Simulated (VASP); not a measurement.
Ta: single point with PBEsol+D3(BJ)

The system is Ta.

```
CELL_PARAMETERS angstrom
-1.65128 1.65128 1.65128
1.65128 -1.65128 1.65128
1.65128 1.65128 -1.65128
ATOMIC_POSITIONS crystal
Ta 0.00000 0.00000 0.00000
```

```json
{"Program": "VASP 6.6.1", "Task": "single point", "Functional": "PBEsol", "Dispersion": "D3(BJ)", "Potentials or basis": "VASP PAW PBE potentials, release 64 (Ta_pv)", "Cutoff": "500 eV", "k mesh": "12 × 12 × 12", "Occupations": "fermi-dirac, width 0.1 eV", "Spin": "no spin polarisation", "Dipole correction": "no", "Further INCAR settings": "ALGO = Normal; EDIFF = 1e-06; NBANDS = 12"}
```

| Property | Result |
| --- | --- |
| Pressure | -10.4 GPa |
| Band gap on the k mesh | zero (an odd number of electrons rules out a gap without spin polarisation) |
| Dispersion energy per atom | -0.728 eV |

Levels at points of the mesh, in eV from the Fermi level:
| k point | band 3 | band 4 | band 5 | band 6 | band 7 | band 8 |
| --- | --- | --- | --- | --- | --- | --- |
| (0.00, 0.00, 0.00) | -33.02 | -7.93 | 0.72 | 0.72 | 0.72 | 3.99 |
| (0.50, 0.00, 0.00) | -33.03 | -4.39 | -1.55 | 1.61 | 3.87 | 4.90 |
| (0.50, 0.50, 0.50) | -33.84 | -3.81 | -3.81 | 6.85 | 6.85 | 6.85 |

Wall time 19 s on 1 thread of Intel Xeon 8259CL, on a shared host, peak memory 0.16 GiB.

Caveat: three body term missing; the cell stands under tension; the PAW data sets were made with another functional, which shifts forces and pressure a little; spin-orbit coupling is left out, which moves the levels of the heavy elements.
